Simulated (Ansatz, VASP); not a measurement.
AlNi: VASP beside Ansatz

```
CELL_PARAMETERS angstrom
2.88100 0.00000 0.00000
0.00000 2.88100 0.00000
0.00000 0.00000 2.88100
ATOMIC_POSITIONS crystal
Al 0.00000 0.00000 0.00000
Ni 0.50000 0.50000 0.50000
```

Alike in both runs: task single point; functional PBE; k mesh 13 × 13 × 13; occupations fermi-dirac, width 0.05 eV; no spin polarisation.

```csv
,VASP,Ansatz
version,VASP 6.6.1,Ansatz 0.2.0
potentials or method,"VASP PAW PBE potentials, release 64 (Al, Ni), cutoff 520 eV","all-electron LAPW, scalar-relativistic"
```

VASP gave:

```
pressure (GPa) : 2.0
```

Task: What did Ansatz give for the same quantities?

Result: Pressure (GPa): 1.9.

Ansatz ran all-electron here, and VASP with PAW potentials.
